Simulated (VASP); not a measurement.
## Mg5Te2: single point with PBE

Mg5Te2:

```xyz
7
Lattice="5.4822 0.0000 0.0000 -2.7411 4.7478 0.0000 0.0000 0.0000 8.9984" Properties=species:S:1:pos:R:3 pbc="T T T"
Mg    0.0000    3.1652    3.0053
Mg    2.7411    1.5826    3.0053
Mg    2.7411    1.5826    5.9931
Mg    0.0000    3.1652    5.9931
Mg    0.0000    0.0000    0.0000
Te    0.0000    3.1652    0.0000
Te    2.7411    1.5826    0.0000
```

```yaml
Program: VASP 6.6.1
Task: single point
Functional: PBE
Potentials_or_basis: VASP PAW PBE potentials, release 64 (Mg, Te)
Cutoff: 600 eV
k_mesh: 4 × 4 × 3
Occupations: gaussian, width 0.2 eV
Spin: no spin polarisation
Dipole_correction: no
Further_INCAR_settings: ALGO = Normal; EDIFF = 1e-06; NBANDS = 20
```

```yaml
Pressure: -0.1 GPa
Band_gap_on_the_k_mesh: zero (band 11 reaches 2.91 eV, above the bottom of band 12 at 2.64 eV)
```

Stress tensor (GPa, compression positive):
```
-0.01  0.00  0.00
 0.00 -0.01  0.00
 0.00  0.00 -0.25
```

Levels at points of the mesh, in eV from the Fermi level:
```csv
k point,band 9,band 10,band 11,band 12,band 13,band 14
"(0.00, 0.00, 0.00)",-2.09,-0.65,-0.59,0.78,1.14,1.14
"(0.50, 0.00, 0.00)",-0.66,0.06,0.29,0.35,0.37,0.91
```

It took 94 s on 1 thread of Intel Xeon 8259CL (shared host), peak memory 0.42 GiB.

Caveat: spin-orbit coupling is left out, which moves the levels of the heavy elements.
